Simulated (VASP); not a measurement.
# Rh (Cmcm) in VASP: notebook, part 2 of 2

VASP 6.6.1. Earlier steps stand in the parts before.

### 4 Single point, LDA

Contents of INCAR:

```
SYSTEM = Rh
ALGO     = Fast           ! electronic algorithm
EDIFF    = 1E-6           ! SCF threshold, eV
ENCUT    = 520            ! plane-wave cutoff, eV
ISIF     = 2              ! what is computed and relaxed
ISMEAR   = 0              ! smearing method
LASPH    = .True.         ! aspherical terms in the spheres
LCHARG   = .True.         ! write CHGCAR
LELF     = .True.         ! ELF
LREAL    = .False.        ! projectors in reciprocal space
LVHAR    = .True.       
LWAVE    = .False.        ! write WAVECAR
NBANDS   = 38             ! bands
NELM     = 60             ! most SCF steps
PREC     = Accurate       ! precision mode
SIGMA    = 0.15           ! smearing width, eV
```

Contents of KPOINTS:

```
k-points
0
Gamma
  18 18 6
  0 0 0
```

Contents of POSCAR:

```
Rh
1.0
    2.4624808355      0.0000000000      0.0000000000
   -1.2312404178      2.4699346188      0.0000000000
    0.0000000000      0.0000000000      8.6668814394
Rh
4
Direct
    0.0000000000      0.0000000000      0.0000000000
    0.3333333333      0.6666666667      0.2500000000
    0.0000000000      0.0000000000      0.5000000000
    0.6666666667      0.3333333333      0.7500000000
```

Potentials or basis: VASP PAW LDA potentials, release 64 (Rh_pv).

Started as:

```console
$ cat potpaw_LDA.64/Rh_pv/POTCAR > POTCAR
$ mpirun -np 1 vasp_std > vasp.out
```

OUTCAR:

```text
SYSTEM = Rh
   EDIFF = 1E-6
   ENCUT = 520
   ISIF = 2
   ISMEAR = 0
   LASPH = .True.
   LREAL = .False.
   NELM = 60
   PREC = Accurate

 ion  position               nearest neighbor table
   1  0.000  0.000  0.000-   2 2.62   4 2.62   4 2.62   2 2.62   4 2.72   2 2.72
   2  0.333  0.667  0.250-   1 2.62   3 2.62   1 2.62   3 2.62   1 2.72   3 2.72
   3  0.000  0.000  0.500-   2 2.62   4 2.62   4 2.62   2 2.62   4 2.72   2 2.72
   4  0.667  0.333  0.750-   1 2.62   3 2.62   1 2.62   3 2.62   1 2.72   3 2.72

  LATTYP: Found a base centered orthorhombic cell.
 ALAT       =     2.4624808355
 B/A-ratio  =     2.0060538813
 C/A-ratio  =     3.5195731534
[... 1186 lines left out ...]
  -------------------------------------------------------------------------------------
  Total       13.8616318     -5.9095318      0.6527851      0.0000000      0.0000000      0.0000000
  in kB      421.3119423   -179.6149507     19.8408225      0.0000000      0.0000000      0.0000000
  external PRESSURE =      87.1792714 kB  Pullay stress =       0.0000000 kB

 VOLUME and BASIS-vectors are now :
 -----------------------------------------------------------------------------
  energy-cutoff  :      520.00
  volume of cell :       52.71
      direct lattice vectors                 reciprocal lattice vectors
     2.462480836  0.000000000  0.000000000     0.406094531  0.202434508  0.000000000
    -1.231240418  2.469934619  0.000000000     0.000000000  0.404869017  0.000000000
     0.000000000  0.000000000  8.666881439     0.000000000  0.000000000  0.115381756

 POSITION                                       TOTAL-FORCE (eV/Angst)
 -----------------------------------------------------------------------------------
      0.00000      0.00000      0.00000         0.000000      0.000000     -0.000000
     -0.00000      1.64662      2.16672         0.000000     -0.334676     -0.000000
      0.00000      0.00000      4.33344         0.000000      0.000000     -0.000000
      1.23124      0.82331      6.50016        -0.000000      0.334676      0.000000
 -----------------------------------------------------------------------------------
    total drift:                                0.000000     -0.000000      0.000000

  FREE ENERGIE OF THE ION-ELECTRON SYSTEM (eV)
  ---------------------------------------------------
  free  energy   TOTEN  =       -33.9643809007 eV

  energy  without entropy=      -33.9018877399  energy(sigma->0) =      -33.93313432
```

OSZICAR:

```text
N       E                     dE             d eps       ncg     rms          rms(c)
DAV:   1     0.777003836853E+03    0.77700E+03   -0.36506E+04 28112   0.184E+03
DAV:   2    -0.992543814425E+01   -0.78693E+03   -0.76462E+03 28902   0.578E+02
DAV:   3    -0.357962587597E+02   -0.25871E+02   -0.25194E+02 30550   0.115E+02
DAV:   4    -0.360455987261E+02   -0.24934E+00   -0.24917E+00 30672   0.114E+01
DAV:   5    -0.360498636003E+02   -0.42649E-02   -0.42648E-02 30740   0.150E+00    0.245E+01
RMM:   6    -0.340616095051E+02    0.19883E+01   -0.55340E+00 27791   0.156E+01    0.915E+00
RMM:   7    -0.339818753549E+02    0.79734E-01   -0.49242E-01 28440   0.355E+00    0.325E+00
RMM:   8    -0.340092714238E+02   -0.27396E-01   -0.15016E-01 28460   0.282E+00    0.196E+00
RMM:   9    -0.339666350918E+02    0.42636E-01   -0.28892E-02 28520   0.109E+00    0.637E-01
RMM:  10    -0.339642995127E+02    0.23356E-02   -0.86769E-03 29615   0.692E-01    0.847E-02
RMM:  11    -0.339643743120E+02   -0.74799E-04   -0.63300E-04 30358   0.195E-01    0.188E-02
RMM:  12    -0.339643791705E+02   -0.48586E-05   -0.95621E-05 32791   0.771E-02    0.710E-03
RMM:  13    -0.339643807013E+02   -0.15307E-05   -0.21479E-05 34590   0.350E-02    0.529E-03
RMM:  14    -0.339643809007E+02   -0.19946E-06   -0.57131E-06 26754   0.207E-02
   1 F= -.33964381E+02 E0= -.33933134E+02  d E =-.624932E-01
```

Run time: 6.2 min. Hardware: 1 thread of AMD EPYC 9R45 (Zen 5), shared host; peak memory 0.51 GiB.

Results:

```
Free energy            : -33.9644 eV
Pressure               : 8.7 GPa
Largest force          : 0.335 eV/Å
Band gap on the k mesh : zero (bands 30 and 31 overlap by 2.15 eV)
```

Forces on the atoms (eV/Å):
```
Rh   0.000  0.000  0.000
Rh   0.000 -0.335  0.000
Rh   0.000  0.000  0.000
Rh   0.000  0.335  0.000
```

Stress tensor (GPa, compression positive):
```
 42.13   0.00   0.00
  0.00 -17.96   0.00
  0.00   0.00   1.98
```

Levels at points of the mesh, in eV from the Fermi level:
```csv
k point,band 28,band 29,band 30,band 31,band 32,band 33
"(0.00, 0.00, 0.00)",-1.63,-1.24,-0.93,-0.65,-0.50,0.09
"(0.50, 0.00, 0.00)",0.62,0.63,0.63,1.27,1.52,1.82
"(0.00, 0.50, 0.00)",0.61,0.61,0.63,0.80,0.85,1.10
"(0.00, 0.00, 0.50)",-1.56,-1.28,-1.28,-0.62,-0.62,-0.18
"(0.50, 0.00, 0.50)",-0.30,0.62,0.62,0.83,0.83,3.57
"(0.00, 0.50, 0.50)",0.30,0.56,0.56,0.82,0.82,2.31
```

Caveat: the cell differs from its parent crystal (strain +e along x and -e along y -0.0733, strain +e along z and -e/2 along x and y +0.0000); the stress differs along the axes, from -18 to 42 GPa.

### 5 The runs side by side

| cell | further INCAR settings | gap on the mesh (eV) | pressure (GPa) | largest force (eV/Å) |
| --- | --- | --- | --- | --- |
| a = 2.755, b = 2.468, c = 9.302 Å, angles 90.0, 90.0, 123.9°, 4 atoms | ALGO = Fast; EDIFF = 1e-07; NBANDS = 38 | none | 15.1 | 0.21 |
| a = 2.560, b = 2.857, c = 8.032 Å, angles 90.0, 90.0, 116.6°, 4 atoms | ALGO = Fast; EDIFF = 1e-06; NBANDS = 38 | none | 12.9 | 0.56 |
| a = 2.462, b = 2.760, c = 8.667 Å, angles 90.0, 90.0, 116.5°, 4 atoms | ALGO = Fast; EDIFF = 1e-06; NBANDS = 38 | none | 8.7 | 0.33 |

Alike in all rows: task single point; level LDA; potentials or basis VASP PAW LDA potentials, release 64 (Rh_pv); no spin polarisation; k mesh 18 × 18 × 6; cutoff (eV) 520; smearing gaussian 0.15 eV.

Caveats: the stress differs along the axes, from -20 to 61 GPa (at least some runs); the stress differs along the axes, from -16 to 32 GPa (at least some runs); the stress differs along the axes, from -18 to 42 GPa (at least some runs).

Absolute energies hang on the potentials; compare differences alone.
